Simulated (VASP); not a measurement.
Here is a VASP 6.6.1 calculation.

File INCAR:

```
SYSTEM = Pt
  PREC = Accurate
  ENCUT = 500
  EDIFF = 1E-6
  ISMEAR = -1
  SIGMA = 0.15
  LREAL = .False.
  LASPH = .True.
  NELM = 120
  ALGO = Normal
  ISIF = 2
  LWAVE = .False.
  LCHARG = .True.
  GGA = LIBXC
  LIBXC1 = GGA_X_PBE_R
  LIBXC2 = LDA_C_PW
  LELF = .True.
  LVHAR = .True.
  NBANDS = 17
  GGA_COMPAT = .False.
```

Contents of KPOINTS:

```
Automatic mesh
0
Gamma
  10 10 5
  0 0 0
```

The input POSCAR:

```
Pt
1.0
    2.6686766667      0.0000000000      0.0000000000
   -1.3342900000      2.3111066667      0.0000000000
    0.0000000000      0.0000000000      5.1282877527
Pt
2
Direct
    0.6666666667      0.3333333333      0.7500000000
    0.3333333333      0.6666666667      0.2500000000
```

Potentials or basis: VASP PAW PBE potentials, release 64 (Pt).

Run with:

```console
$ cat potpaw_PBE.64/Pt/POTCAR > POTCAR
$ mpirun -np 1 vasp_std > vasp.out
```

(1) Predict the pressure.

(2) Estimate the band gap on the k mesh.

Answers

(1) 27.7 GPa.

(2) zero (bands 10 and 11 overlap by 1.50 eV).

Caveat: the cell stands under pressure; the PAW data sets were made with another functional, which shifts forces and pressure a little; spin-orbit coupling is left out, which moves the levels of the heavy elements.
